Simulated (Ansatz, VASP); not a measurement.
KZnF3 in VASP and in Ansatz

```
K Zn F
1.0
     4.17350    0.00000    0.00000
     0.00000    4.17350    0.00000
     0.00000    0.00000    3.96784
K Zn F
1 1 3
Direct
  0.00000 0.00000 0.00000
  0.50000 0.50000 0.50000
  0.00000 0.50000 0.50000
  0.50000 0.00000 0.50000
  0.50000 0.50000 0.00000
```

Alike in both runs: task single point; functional PBEsol; k mesh 6 × 6 × 6; occupations gaussian, width 0.02 eV; no spin polarisation.

```csv
,VASP,Ansatz
version,VASP 6.6.1,Ansatz 0.2.0
potentials or method,"VASP PAW PBE potentials, release 64 (K_sv, Zn, F), cutoff 520 eV","scalar-relativistic, plane waves, PAW"
valence electrons in the cell,42,42
```

```csv
,VASP,Ansatz,Ansatz less VASP
gap on the k mesh at the Fermi level (eV),3.42,3.49,+0.071
least direct gap on the mesh (eV),5.15,5.19,+0.038
pressure (GPa),-2.2,-2.5,-0.27
"traceless stress, the component that is largest in VASP (GPa)",2.65,2.49,-0.160
```

VASP's potentials were made for PBE, not for PBEsol. The functional is the same, so the differences come from potentials, cutoffs and numerics.
